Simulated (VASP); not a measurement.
Runs of VASP 6.6.1 on Sr. The structure is that of space group Im-3m (No. 229), or close to it. The cells are those of the table. 

```csv
cell,gap on the mesh (eV),pressure (GPa)
"a = 4.179 Å, angles 109.1, 109.1, 110.3°, 1 atom",none,-1.7
"a = 4.159 Å, angles 108.7, 108.7, 111.1°, 1 atom",none,-1.6
"a = 4.095 Å, angles 109.9, 109.9, 108.6°, 1 atom",none,-1.2
"a = 4.074 Å, angles 109.5°, 1 atom",none,(a)
"a = 4.158 Å, angles 109.9, 109.9, 108.7°, 1 atom",none,-1.6
```

Alike in all rows: task single point; level LDA; potentials or basis VASP PAW LDA potentials, release 64 (Sr_sv); no spin polarisation; k mesh 14 × 14 × 14; cutoff (eV) 520; smearing gaussian 0.15 eV.

Q: Estimate the missing entries.

A: (a) -1.0.

A k mesh can miss the band edges, and the runs leave out spin-orbit coupling on Sr.

A gap of «none» marks levels without a gap at the run's occupations.
